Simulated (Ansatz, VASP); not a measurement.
# One calculation of AlNi, two programs

Contents of INCAR:

```
ALGO     = Normal         # electronic algorithm
EDIFF    = 1E-7           # SCF threshold, eV
EDIFFG   = -0.005         # ionic threshold
ENCUT    = 600            # plane-wave cutoff, eV
GGA      = PE             # functional
IBRION   = 2              # ionic algorithm
ISIF     = 3              # what is computed and relaxed
ISMEAR   = -1             # smearing method
LASPH    = True           # aspherical terms in the spheres
LCHARG   = False          # write CHGCAR
LREAL    = False          # projectors in reciprocal space
LWAVE    = False          # write WAVECAR
NELM     = 80             # most SCF steps
NSW      = 60             # ionic steps
PREC     = Accurate       # precision mode
SIGMA    = 0.05           # smearing width, eV
```

The input KPOINTS:

```
k-points
0
Gamma
  14 14 14
```

POSCAR

```
AlNi
1.0
    0.0000000000      2.4244436911      2.4244436911
    2.4244436911      0.0000000000      2.4244436911
    2.4244436911      2.4244436911      0.0000000000
Ni Al
1 1
Direct
    0.0000000000      0.0000000000      0.0000000000
    0.5000000000      0.5000000000      0.5000000000
```

Input for Ansatz:

```yaml
crystal:
  lattice:
    - [0.0, 2.4244436911, 2.4244436911]
    - [2.4244436911, 0.0, 2.4244436911]
    - [2.4244436911, 2.4244436911, 0.0]
  atoms:
    - { symbol: Ni, position: [0.0, 0.0, 0.0] }
    - { symbol: Al, position: [0.5, 0.5, 0.5] }
kpoints:
  mp_grid: { grid: [14, 14, 14] }
scf:
  occupations: { method: fermi_dirac, width: 0.05 }
hamiltonian:
  xc: pbe
  pseudopotentials: { kind: paw }
output:
  forces: true
  stress: true
relax:
  f_tol: 0.005
  max_steps: 40
  cell: {}
```

Alike in both runs: task relaxation of cell and atoms; functional PBE; k mesh 14 × 14 × 14; occupations fermi-dirac, width 0.05 eV; no spin polarisation.

|  | VASP | Ansatz |
| --- | --- | --- |
| version | VASP 6.6.1 | Ansatz 0.2.0 |
| potentials or method | VASP PAW PBE potentials, release 64 (Ni, Al) | PAW with Ansatz's default frozen-core files, scalar-relativistic |
| plane-wave cutoff (eV) | 600 | 420 |
| valence electrons in the cell | 13 | 21 |

|  | VASP | Ansatz | Ansatz less VASP |
| --- | --- | --- | --- |
| relaxed volume (Å³/atom) | 14.33 | 14.34 | +0.007 |
| relaxed cell length with the largest relative difference (Å) | 3.435 | 3.436 | +0.0005 |

VASP's potentials hold 13 valence electrons a cell and Ansatz's 21, so a difference there can come from the potentials and not from the codes.
